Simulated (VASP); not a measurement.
# Fe (P6_3/mmc) in VASP: single point with revPBE

Aim: the single point of Fe with revPBE.

All numbers are computed with VASP 6.6.1; they aren't measurements. Logs are shortened: lines on timing, memory, paths and dates and some standing lists are left out, and cuts for length are marked.

### 1 The cell of the first run

It takes space group P6_3/mmc (No. 194, hexagonal). The conventional cell has a = 2.538 Å, b = 2.538 Å, c = 4.009 Å, α = 90.00°, β = 90.00°, γ = 120.00°. Fe (site symmetry -6m2) has 12 Fe at 2.48 to 2.54 Å within 3.3 Å.

This isn't the form of Fe at room conditions, which is bcc.

### 2 Single point, revPBE, collinear spin, antiferromagnetic start (11.18 Å³/atom)

Input file INCAR:

```
PREC = Accurate ; ENCUT = 690
EDIFF = 1E-6 ; ISMEAR = -1
SIGMA = 0.05 ; LREAL = F
LASPH = T ; NELM = 200
ALGO = Normal ; ISIF = 2
LWAVE = F ; LCHARG = F
ISPIN = 2 ; MAGMOM = 2.5 -2.5
LORBIT = 11 ; LMAXMIX = 4
GGA = RE ; NBANDS = 27
GGA_COMPAT = F
```

Input file KPOINTS:

```
regular mesh
0
Gamma
  16 16 9
```

Input file POSCAR:

```
Fe
1.0
    2.5381611612      0.0000000000      0.0000000000
   -1.2690805806      2.1981120445      0.0000000000
    0.0000000000      0.0000000000      4.0094383627
Fe
2
Direct
    0.3333333333      0.6666666667      0.2500000000
    0.6666666667      0.3333333333      0.7500000000
```

Potentials or basis: VASP PAW PBE potentials, release 64 (Fe_sv).

Command:

```
cat potpaw_PBE.64/Fe_sv/POTCAR > POTCAR
mpirun -np 1 vasp_std > vasp.out
```

OUTCAR:

```text
PREC = Accurate
   ENCUT = 690
   EDIFF = 1E-6
   ISMEAR = -1
   LREAL = F
   LASPH = T
   NELM = 200
   ISIF = 2
   ISPIN = 2
   LORBIT = 11
   GGA = RE

 ion  position               nearest neighbor table
   1  0.333  0.667  0.250-   2 2.48   2 2.48   2 2.48   2 2.48   2 2.48   2 2.48
   2  0.667  0.333  0.750-   1 2.48   1 2.48   1 2.48   1 2.48   1 2.48   1 2.48

  LATTYP: Found a hexagonal cell.
 ALAT       =     2.5381611612
 C/A-ratio  =     1.5796626408

  Lattice vectors:

 A1 = (   2.5381611612,   0.0000000000,   0.0000000000)
 A2 = (  -1.2690805806,   2.1981120445,   0.0000000000)
 A3 = (   0.0000000000,   0.0000000000,   4.0094383627)

Analysis of symmetry for initial positions (statically):
=====================================================================
 Subroutine PRICEL returns:
 Original cell was already a primitive cell.

 Routine SETGRP: Setting up the symmetry group for a
 hexagonal supercell.

 Subroutine GETGRP returns: Found 24 space group operations
 (whereof 12 operations were pure point group operations)
 out of a pool of 24 trial point group operations.

The static configuration has the point symmetry D_3d.
 The point group associated with its full space group is D_6h.

Analysis of symmetry for dynamics (positions and initial velocities):
=====================================================================
 Subroutine PRICEL returns:
 Original cell was already a primitive cell.

 Routine SETGRP: Setting up the symmetry group for a
 hexagonal supercell.

 Subroutine GETGRP returns: Found 24 space group operations
 (whereof 12 operations were pure point group operations)
 out of a pool of 24 trial point group operations.

The dynamic configuration has the point symmetry D_3d.
 The point group associated with its full space group is D_6h.

Analysis of structural, dynamic, and magnetic symmetry:
=====================================================================
 Subroutine PRICEL returns:
 Original cell was already a primitive cell.

 Routine SETGRP: Setting up the symmetry group for a
 hexagonal supercell.

 Subroutine GETGRP returns: Found 24 space group operations
 (whereof 12 operations were pure point group operations)
 out of a pool of 24 trial point group operations.

The overall configuration has the point symmetry D_3d.
 The point group associated with its full space group is D_6h.

 Subroutine INISYM returns: Found 24 space group operations
 (whereof 12 operations are pure point group operations),
 and found     1 'primitive' translations

----------------------------------------------------------------------------------------

                                     Primitive cell

  volume of cell :      22.3693

  direct lattice vectors                    reciprocal lattice vectors
     2.538161161  0.000000000  0.000000000     0.393986014  0.227467932  0.000000000
    -1.269080581  2.198112045  0.000000000     0.000000000  0.454935863  0.000000000
     0.000000000  0.000000000  4.009438363     0.000000000  0.000000000  0.249411491

  length of vectors
     2.538161161  2.538161161  4.009438363     0.454935863  0.454935863  0.249411491

  position of ions in fractional coordinates (direct lattice)
     0.333333333  0.666666667  0.250000000
     0.666666667  0.333333333  0.750000000

  ion indices of the primitive-cell ions
   primitive index   ion index
                 1           1
                 2           2

----------------------------------------------------------------------------------------

 KPOINTS: regular mesh

Automatic generation of k-mesh.
 Grid dimensions read from file:
 generate k-points for:   16   16    9

 Generating k-lattice:

  Cartesian coordinates                     Fractional coordinates (reciprocal lattice)
     0.024624126  0.014216746  0.000000000     0.062500000  0.000000000  0.000000000
     0.000000000  0.028433491  0.000000000     0.000000000  0.062500000  0.000000000
     0.000000000  0.000000000  0.027712388     0.000000000  0.000000000  0.111111111

  Length of vectors
     0.028433491  0.028433491  0.027712388

  Shift w.r.t. Gamma in fractional coordinates (k-lattice)
     0.000000000  0.000000000  0.000000000

 Subroutine IBZKPT returns following result:
 ===========================================

 Found    150 irreducible k-points:

 Following reciprocal coordinates:
            Coordinates               Weight
  0.000000  0.000000  0.000000      1.000000
  0.062500 -0.000000  0.000000      6.000000
  0.125000 -0.000000  0.000000      6.000000
  0.187500 -0.000000  0.000000      6.000000
  0.250000 -0.000000  0.000000      6.000000
  0.312500 -0.000000  0.000000      6.000000
[... 16 lines left out ...]
  0.187500  0.187500  0.000000      6.000000
  0.250000  0.187500  0.000000     12.000000
 [... further k-points ...]
   k-points           NKPTS =    150   k-points in BZ     NKDIM =    150   number of bands    NBANDS=     27
   number of dos      NEDOS =    301   number of ions     NIONS =      2
   total plane-waves  NPLWV =  20736
   dimension x,y,z NGX =    24 NGY =   24 NGZ =   36
   dimension x,y,z NGXF=    48 NGYF=   48 NGZF=   72
   ions per type =               2
   NGX,Y,Z   is equivalent  to a cutoff of  15.72, 15.72, 14.93 a.u.
   NGXF,Y,Z  is equivalent  to a cutoff of  31.44, 31.44, 29.85 a.u.
 SYSTEM =  unknown system
   PREC   = accura    normal or accurate (medium, high low for compatibility)
   ISTART =      0    job   : 0-new  1-cont  2-samecut
   ICHARG =      2    charge: 1-file 2-atom 10-const
   ISPIN  =      2    spin polarized calculation?
   LNONCOLLINEAR =      F non collinear calculations
   LSORBIT =      F    spin-orbit coupling
   LASPH  =      T    aspherical Exc in radial PAW
   ENCUT  =  690.0 eV  50.71 Ry    7.12 a.u.   5.44  5.44  8.59*2*pi/ulx,y,z
   NELM   =    200;   NELMIN=  2; NELMDL= -5     # of ELM steps
   EDIFF  = 0.1E-05   stopping-criterion for ELM
   LREAL  =      F    real-space projection
   EDIFFG = 0.1E-04   stopping-criterion for IOM
   NSW    =      0    number of steps for IOM
   IBRION =     -1    ionic relax: 0-MD 1-quasi-New 2-CG
   NFREE  =      0    steps in history (QN), initial steepest desc. (CG)
   ISIF   =      2    stress and relaxation
   ISYM   =      2    0-nonsym 1-usesym 2-fastsym
   POTIM  = 0.5000    time-step for ionic-motion
   TEBEG  =    0.0;   TEEND  =   0.0 temperature during run
   PSTRESS=    0.0 pullay stress
   NELECT =      32.0000    total number of electrons
   NUPDOWN=      -1.0000    fix difference up-down
   EMIN   =  10.00;   EMAX   =-10.00  energy-range for DOS
   EFERMI =   0.00;   METHOD = LEGACY
   ISMEAR =    -1;   SIGMA  =   0.05  broadening in eV -4-tet -1-fermi 0-gaus
   EFERMI_NEDOS =   21; number of points for ismear=-14 and -15
   IALGO  =     38    algorithm
   IMIX   =      4    mixing-type and parameters
     AMIX     =   0.40;   BMIX     =  1.00
     AMIX_MAG =   1.60;   BMIX_MAG =  1.00
  volume/ion in A,a.u.               =      11.18        75.48
  Fermi-wavevector in a.u.,A,eV,Ry     =   1.844622  3.485829 46.295579  3.402629
  Thomas-Fermi vector in A             =   2.896060
   LORBIT       =     11    0 simple, 1 ext, 2 COOP (PROOUT), +10 PAW based schemes
   GGA     = RE    functional components
   LHFCALC =     F    Hartree Fock is set to
   AEXX    =    0.0000 exact exchange contribution
   IVDW    =     0    specifies the selected vdW correction
   LEPSILON=     F    determine dielectric tensor
   LRPA    =     F    only Hartree local field effects (RPA)
 spin polarized calculation
  energy-cutoff  :      690.00
  volume of cell :       22.37
 maximum number of plane-waves:       942
 NGX is ok and might be reduce to    24
   NGX = 11   NGY = 11   NGZ = 17

 number of electron      32.0000014 magnetization      -0.0000000

 number of electron      32.0000014 magnetization       0.0000000

 Free energy of the ion-electron system (eV)
  ---------------------------------------------------
  ext. energy  EPLUGINS =         0.00000000
  ---------------------------------------------------
  free energy    TOTEN  =       -15.61417314 eV

  energy without entropy =      -15.58789892  energy(sigma->0) =      -15.60103603

 E-fermi :  12.5351     XC(G=0): -13.7431

 val. band max:       12.5337346528   @ k =   0.4375  -0.0000   0.0000
 cond. band min:      12.5361447454   @ k =   0.3750   0.1250   0.3333
 fundamental gap:      0.0024100926
 Fermi energy:        12.5351291948

 spin component 1

 k-point     1 :       0.0000    0.0000    0.0000
  band No.  band energies     occupation
      1     -75.4627      1.00000
      2     -73.8795      1.00000
      3     -41.5624      1.00000
      4     -41.2426      1.00000
      5     -41.2426      1.00000
      6     -39.9798      1.00000
[... 19 lines left out ...]
     26      37.2541      0.00000
     27      37.7589      0.00000
[... 661 lines left out ...]
 k-point    24 :       0.2500    0.1875    0.0000
  band No.  band energies     occupation
      1     -75.4220      1.00000
      2     -73.8388      1.00000
      3     -41.4987      1.00000
      4     -41.4685      1.00000
      5     -41.3404      1.00000
      6     -39.9725      1.00000
[... 19 lines left out ...]
     26      31.5446      0.00000
     27      33.3767      0.00000

 [... further k-points ...]

 spin component 2

 k-point     1 :       0.0000    0.0000    0.0000
  band No.  band energies     occupation
      1     -75.4627      1.00000
      2     -73.8795      1.00000
      3     -41.5624      1.00000
      4     -41.2426      1.00000
      5     -41.2426      1.00000
      6     -39.9798      1.00000
[... 19 lines left out ...]
     26      37.2542      0.00000
     27      37.7589      0.00000
[... 661 lines left out ...]
 k-point    24 :       0.2500    0.1875    0.0000
  band No.  band energies     occupation
      1     -75.4220      1.00000
      2     -73.8388      1.00000
      3     -41.4987      1.00000
      4     -41.4685      1.00000
      5     -41.3404      1.00000
      6     -39.9725      1.00000
[... 19 lines left out ...]
     26      31.5446      0.00000
     27      33.3767      0.00000

 [... further k-points ...]
[... 5 lines left out ...]
  --------------------------------------------------------------------------------------
  -------------------------------------------------------------------------------------
  Total       -1.6726017     -1.6726017     -0.6084765      0.0000000      0.0000000     -0.0000000
  in kB     -119.7982715   -119.7982715    -43.5814629      0.0000000      0.0000000     -0.0000000
  external PRESSURE =     -94.3926686 kB  Pullay stress =       0.0000000 kB

 VOLUME and BASIS-vectors are now :
 -----------------------------------------------------------------------------
  energy-cutoff  :      690.00
  volume of cell :       22.37
      direct lattice vectors                 reciprocal lattice vectors
     2.538161161  0.000000000  0.000000000     0.393986014  0.227467932  0.000000000
    -1.269080581  2.198112045  0.000000000     0.000000000  0.454935863  0.000000000
     0.000000000  0.000000000  4.009438363     0.000000000  0.000000000  0.249411491

 POSITION                                       TOTAL-FORCE (eV/Angst)
 -----------------------------------------------------------------------------------
     -0.00000      1.46541      1.00236        -0.000000      0.000000      0.000000
      1.26908      0.73270      3.00708         0.000000      0.000000      0.000000
 -----------------------------------------------------------------------------------
    total drift:                               -0.000000      0.000000     -0.000000

  FREE ENERGIE OF THE ION-ELECTRON SYSTEM (eV)
  ---------------------------------------------------
  free  energy   TOTEN  =       -15.6141731405 eV

  energy  without entropy=      -15.5878989173  energy(sigma->0) =      -15.60103603

 total charge

# of ion       s       p       d       tot
------------------------------------------
    1        2.190   6.044   5.509  13.742
    2        2.190   6.044   5.509  13.742
--------------------------------------------------
tot          4.379  12.087  11.018  27.484

 magnetization (x)

# of ion       s       p       d       tot
------------------------------------------
    1        0.005   0.006   1.322   1.333
    2       -0.005  -0.006  -1.322  -1.333
--------------------------------------------------
tot          0.000   0.000  -0.000  -0.000
```

Wall time 3.1 min (1 thread of AMD EPYC 9R45 (Zen 5), shared host); peak memory 0.27 GiB.

Results:

```
Free energy                                           : -15.6142 eV
Pressure                                              : -9.4 GPa
Band gap on the k mesh                                : zero (filled and empty bands overlap)
Net moment                                            : 0.00 μB per cell
Site moments                                          : Fe +1.33, -1.33 μB
Valence electrons inside the program's atomic spheres : Fe 13.74
```

Stress tensor (GPa, compression positive):
```
-11.98   0.00   0.00
  0.00 -11.98   0.00
  0.00   0.00  -4.36
```

Levels at points of the mesh, in eV from the Fermi level:
Spin up:
```tsv
k point	band 12	band 13	band 14	band 15	band 16	band 17	band 18	band 19	band 20	band 21
(0.00, 0.00, 0.00)	-1.92	-1.38	-1.17	-1.17	-0.55	-0.55	0.25	0.95	0.95	7.80
(0.50, 0.00, 0.00)	-2.09	-1.99	-1.29	-0.92	0.09	1.11	1.59	2.25	4.28	10.23
```
Spin down:
```csv
k point,band 12,band 13,band 14,band 15,band 16,band 17,band 18,band 19,band 20,band 21
"(0.00, 0.00, 0.00)",-1.92,-1.38,-1.17,-1.17,-0.55,-0.55,0.25,0.95,0.95,7.80
"(0.50, 0.00, 0.00)",-2.09,-1.99,-1.29,-0.92,0.09,1.11,1.59,2.25,4.28,10.23
```

Caveat: the stress differs along the axes, from -12 to -4 GPa; the antiferromagnetic order is the one typed at the start, and another may lie lower; the PAW data sets were made with another functional, which shifts forces and pressure a little.
